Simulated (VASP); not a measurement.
Set up this calculation in VASP 6.6.1, as the native input.

```yaml
Task: single point
Functional: PBEsol
Dispersion: D3(BJ)
Potentials_or_basis: VASP PAW PBE potentials, release 64 (C)
Cutoff: 520 eV
k_mesh: 21 × 21 × 8
Occupations: gaussian, width 0.15 eV
Spin: no spin polarisation
Dipole_correction: no
Further_INCAR_settings: ALGO = Normal; EDIFF = 1e-07; NBANDS = 16
```

The structure of C lies in POSCAR:

```
C
1.0
    2.3991278838      0.0000000000      0.0000000000
   -1.1995639419      2.0777056943      0.0000000000
    0.0000000000      0.0000000000      7.0728689143
C
4
Direct
    0.0000000000      0.0000000000      0.0025000000
    0.0000000000      0.0000000000      0.5025000000
    0.3333333333      0.6666666667      0.0025000000
    0.6666666667      0.3333333333      0.5025000000
```

These files were run (other wordings do the same):

INCAR

```
SYSTEM = C
ALGO = Normal
EDIFF = 1E-7
ENCUT = 520
GGA = PS
ISIF = 2
ISMEAR = 0
IVDW = 12
LASPH = .True.
LCHARG = .False.
LREAL = .False.
LWAVE = .False.
NBANDS = 16
NELM = 100
PREC = Accurate
SIGMA = 0.15
```

KPOINTS

```
k-points
0
Gamma
  21 21 8
  0 0 0
```

Potentials or basis: VASP PAW PBE potentials, release 64 (C).

The run is started by

```console
$ cat potpaw_PBE.64/C/POTCAR > POTCAR
$ mpirun -np 1 vasp_std > vasp.out
```

Results of the run:

* Pressure: 22.9 GPa
* Band gap on the k mesh: zero (bands 8 and 9 overlap by 0.01 eV)
* Dispersion energy per atom: -0.103 eV

Caveat: the cell stands under pressure; the PAW data sets were made with another functional, which shifts forces and pressure a little.

It took 3.3 min on 1 thread of Intel Xeon 8259CL, with other jobs on the host, peak memory 0.23 GiB.
